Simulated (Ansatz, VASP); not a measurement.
Given: the input of a run of VASP 6.6.1 on Au.

The input INCAR:

```
  ALGO = Fast
  EDIFF = 1E-6
  ENCUT = 520
  ISIF = 2
  ISMEAR = -1
  LASPH = True
  LCHARG = True
  LELF = True
  LREAL = False
  LVHAR = True
  LWAVE = False
  NBANDS = 18
  NELM = 100
  PREC = Accurate
  SIGMA = 0.05
```

File KPOINTS:

```
k-points
0
Gamma
  10 10 6
```

The input POSCAR:

```
Au
1.0
    2.7580139704      0.0000000000      0.0000000000
   -0.0126908779      2.7626087492      0.0000000000
   -1.1146628489     -1.1612121098      4.8234957461
Au
2
Direct
    0.6728620000      0.6659620000      0.2740550000
    0.3271380000      0.3340380000      0.7259450000
```

Potentials or basis: VASP PAW LDA potentials, release 64 (Au).

Run with:

```bash
$ cat potpaw_LDA.64/Au/POTCAR > POTCAR
$ mpirun -np 1 vasp_std > vasp.out
```

Set up the same calculation for Ansatz 0.2.0. Potentials there: all-electron LAPW, scalar-relativistic.

As run (the cutoff follows the program's own potentials):

Contents of input.yaml:

```yaml
crystal:
  lattice:
    - [2.7580139704, 0.0, 0.0]
    - [-0.0126908779, 2.7626087492, 0.0]
    - [-1.1146628489, -1.1612121098, 4.8234957461]
  atoms:
    - { symbol: Au, position: [0.672862, 0.665962, 0.274055] }
    - { symbol: Au, position: [0.327138, 0.334038, 0.725945] }
kpoints:
  mp_grid: { grid: [10, 10, 6] }
scf:
  occupations: { method: fermi_dirac, width: 0.05 }
hamiltonian:
  xc: lda
  pseudopotentials: { kind: all_electron, lapw: { basis_error: 0.001 } }
output:
  forces: true
  stress: true
  eigenvalues: true
```

Potentials or basis: all-electron LAPW, scalar-relativistic.

The run is started by

```sh
$ ansatz run input.yaml --threads 1 --pin off --max-ram 3072MiB --backend cpu --events-out ev --progress --plain --runs-dir out
```

Both were run:

|  | VASP | Ansatz | Ansatz less VASP |
| --- | --- | --- | --- |
| gap on the k mesh at the Fermi level (eV) | none | none | - |
| pressure (GPa) | -4.2 | -4.5 | -0.34 |
| traceless stress, the component that is largest in VASP (GPa) | 1.74 | 1.77 | +0.026 |
| rms of the force components (eV/Å) | 0.052 | 0.051 | -0.0010 |

LDA's correlation is that of Perdew and Zunger in VASP and of Perdew and Wang (1992) in Ansatz. Atom by atom the forces differ by 0.002 eV/Å (rms over components). A gap of «none» marks a metal or a gap that the smearing closes. Ansatz ran all-electron here, and VASP with PAW potentials.

Neither program's run includes spin-orbit coupling.
